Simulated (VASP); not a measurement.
Here is a VASP 6.6.1 calculation.

File INCAR:

```
PREC = Accurate
ENCUT = 600
EDIFF = 1E-6
ISMEAR = 0
SIGMA = 0.05
LREAL = False
LASPH = True
NELM = 120
ALGO = Normal
ISIF = 2
LWAVE = False
LCHARG = True
GGA = CA
LELF = True
LVHAR = True
NBANDS = 17
GGA_COMPAT = False
```

File KPOINTS:

```
regular mesh
0
Gamma
  16 16 16
```

POSCAR

```
FeSi
1.0
    2.6724749263      0.0000000000      0.0000000000
    0.0000000000      2.6724749263      0.0000000000
    0.0000000000      0.0000000000      2.6724749263
Fe Si
1 1
Direct
    0.5000000000      0.5000000000      0.5000000000
    0.0000000000      0.0000000000      0.0000000000
```

Potentials or basis: VASP PAW LDA potentials, release 64 (Fe_sv, Si).

Command:

```console
$ cat potpaw_LDA.64/Fe_sv/POTCAR potpaw_LDA.64/Si/POTCAR > POTCAR
$ mpirun -np 1 vasp_std > vasp.out
```

(1) What does it give for the band gap on the k mesh?

(2) What does it give for the pressure?

## Answers

(1) zero (band 10 reaches 16.13 eV, above the bottom of band 11 at 15.96 eV).

(2) 10.1 GPa.
